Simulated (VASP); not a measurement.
Crystal: Pd.

```
CELL_PARAMETERS angstrom
1.30144 -3.78904 0.00000
1.30144 3.78904 0.00000
-0.11052 0.00000 3.13355
ATOMIC_POSITIONS crystal
Pd 0.86900 0.13100 0.25000
Pd 0.13100 0.86900 0.75000
```

| Property | Result |
| --- | --- |
| Program | VASP 6.6.1 |
| Task | relaxation of cell and atoms |
| Functional | PBE |
| Potentials or basis | VASP PAW PBE potentials, release 64 (Pd) |
| Cutoff | 600 eV |
| k mesh | 8 × 8 × 6 |
| Occupations | gaussian, width 0.1 eV |
| Spin | no spin polarisation |

At the start: pressure 11.4 GPa; volume 15.45 Å³/atom.

Question: Where does the relaxation end?

Answer: Over 15 steps the energy falls by 136.2 meV/atom and the volume is 16.02 Å³/atom (+3.7 %); space group Cmcm (No. 63, to 0.05 Å).

The path:
```
step  energy change (eV)  largest force (eV/Å)  pressure (GPa)  volume (Å³)
   1              0.0000                0.6960           11.37        30.90
   2             -0.0118                0.0594          -10.72        36.05
   3             -0.1051                0.2728           -2.06        33.35
   4             -0.1404                0.0013           -1.00        32.97
   5             -0.1579                0.3137            0.70        32.55
   6             -0.1904                0.2516           -0.45        32.63
   7             -0.2433                0.1074           -1.35        32.60
   8             -0.2388                0.1643           -1.61        32.67
   9             -0.2502                0.1353           -1.67        32.65
  10             -0.2617                0.1239            2.44        31.64
  11             -0.2667                0.1352            0.80        31.98
  12             -0.2697                0.0057           -1.14        32.29
  13             -0.2719                0.0576           -0.40        32.17
  14             -0.2723                0.0180            0.44        31.98
  15             -0.2724                0.0163            0.22        32.04
```

Final structure:
```
Pd
1.0
     1.34288   -4.39481    0.03020
     1.34288    4.39481    0.03020
    -0.04671    0.00000    2.71355
Pd
2
Direct
  0.86711 0.13289 0.25000
  0.13289 0.86711 0.75000
```
